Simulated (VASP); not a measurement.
Write the native input for VASP 6.6.1 that does the following.

| Item | Value |
| --- | --- |
| Task | single point |
| Functional | PBE |
| Potentials or basis | VASP PAW PBE potentials, release 64 (Li_sv, Be) |
| Cutoff | 520 eV |
| k mesh | 16 × 16 × 1 |
| Occupations | gaussian, width 0.1 eV |
| Spin | no spin polarisation |
| Dipole correction | yes |
| Further INCAR settings | ALGO = Normal; EDIFF = 1e-06; NBANDS = 10 |

The structure of LiBe lies in POSCAR:

```
LiBe
1.0
    3.3768352164      0.0000000000      0.0000000000
    0.0000000000      3.3768352164      0.0000000000
    0.0000000000      0.0000000000     23.8000000000
Li Be
1 1
Direct
    0.0000000000      0.0000000000      0.2941176471
    0.5000000000      0.5000000000      0.2941176471
```

These files were run (other wordings do the same):

INCAR

```
  PREC = Accurate
  ENCUT = 520
  EDIFF = 1E-6
  ISMEAR = 0
  SIGMA = 0.1
  LREAL = False
  LASPH = True
  NELM = 100
  ALGO = Normal
  ISIF = 2
  LWAVE = False
  LCHARG = True
  LDIPOL = True
  IDIPOL = 3
  DIPOL = 0.5 0.5 0.294
  GGA = PE
  LELF = True
  LVHAR = True
  LVACPOTAV = True
  NBANDS = 10
```

KPOINTS

```
Automatic mesh
0
Gamma
  16 16 1
```

Potentials or basis: VASP PAW PBE potentials, release 64 (Li_sv, Be).

Run with:

```console
$ cat potpaw_PBE.64/Li_sv/POTCAR potpaw_PBE.64/Be/POTCAR > POTCAR
$ mpirun -np 1 vasp_std > vasp.out
```

It took 2.2 min on 1 thread of AMD EPYC 7R13 Processor (Zen 3), with other jobs on the host, peak memory 0.4 GiB.
